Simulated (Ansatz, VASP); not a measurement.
Two plane-wave programs on NaH

File POSCAR:

```
NaH
1.0
    0.0000000000      2.4400000000      2.4400000000
    2.4400000000      0.0000000000      2.4400000000
    2.4400000000      2.4400000000      0.0000000000
Na H
1 1
Direct
    0.0000000000      0.0000000000      0.0000000000
    0.5000000000      0.5000000000      0.5000000000
```

INCAR.step1

```
SYSTEM = NaH
PREC = Accurate ; ENCUT = 520
EDIFF = 1E-5 ; ISMEAR = -1
SIGMA = 0.05 ; LREAL = .FALSE.
LASPH = .TRUE. ; NELM = 80
ALGO = Normal ; ISIF = 2
LWAVE = .TRUE. ; LCHARG = .FALSE.
GGA = PE ; NBANDS = 11
```

Contents of INCAR.step2:

```
SYSTEM = NaH
PREC = Accurate ; ENCUT = 520
EDIFF = 1E-6 ; ISMEAR = -1
SIGMA = 0.05 ; LREAL = .FALSE.
LASPH = .TRUE. ; NELM = 80
ALGO = Normal ; ISIF = 2
LWAVE = .FALSE. ; LCHARG = .FALSE.
GGA = PE ; LHFCALC = .TRUE.
AEXX = 0.2 ; HFSCREEN = 0.2
PRECFOCK = Normal ; ISTART = 1
NBANDS = 11
```

Contents of KPOINTS:

```
regular mesh
0
G
  5 5 5
  0 0 0
```

input.yaml

```yaml
crystal:
  lattice:
    - [0.0, 2.44, 2.44]
    - [2.44, 0.0, 2.44]
    - [2.44, 2.44, 0.0]
  atoms:
    - { symbol: Na, position: [0.0, 0.0, 0.0] }
    - { symbol: H, position: [0.5, 0.5, 0.5] }
hamiltonian:
  xc: { exchange: pbe, correlation: pbe, exx: { coeff: 0.2, omega: 0.2 } }
  pseudopotentials: { kind: paw }
kpoints:
  mp_grid: { grid: [5, 5, 5] }
scf:
  occupations: { method: fermi_dirac, width: 0.05 }
output:
  forces: true
  stress: true
  eigenvalues: true
```

Alike in both runs: task single point; functional PBE-based screened hybrid with a share of 0.2 of exact exchange and HFSCREEN = 0.2; k mesh 5 × 5 × 5; occupations fermi-dirac, width 0.05 eV; no spin polarisation.

```csv
,VASP,Ansatz
version,VASP 6.6.1,Ansatz 0.2.0
potentials or method,"VASP PAW PBE potentials, release 64 (Na_pv, H)",Ansatz PAW
plane-wave cutoff (eV),520,420
valence electrons in the cell,8,10
```

```csv
,VASP,Ansatz,Ansatz less VASP
gap on the k mesh at the Fermi level (eV),5.40,5.40,+0.003
least direct gap on the mesh (eV),5.93,5.93,+0.002
pressure (GPa),-1.0,-0.9,+0.01
```

VASP's potentials were made for PBE, not for PBE-based screened hybrid. VASP's potentials hold 8 valence electrons a cell and Ansatz's 10, so a difference there can come from the potentials and not from the codes.

The k mesh is coarse, so the values compare programs but aren't converged. Noted on Ansatz's run: odd divisions of the mesh miss points on the zone boundary, where band edges often lie, so the gap on the mesh can be too wide.
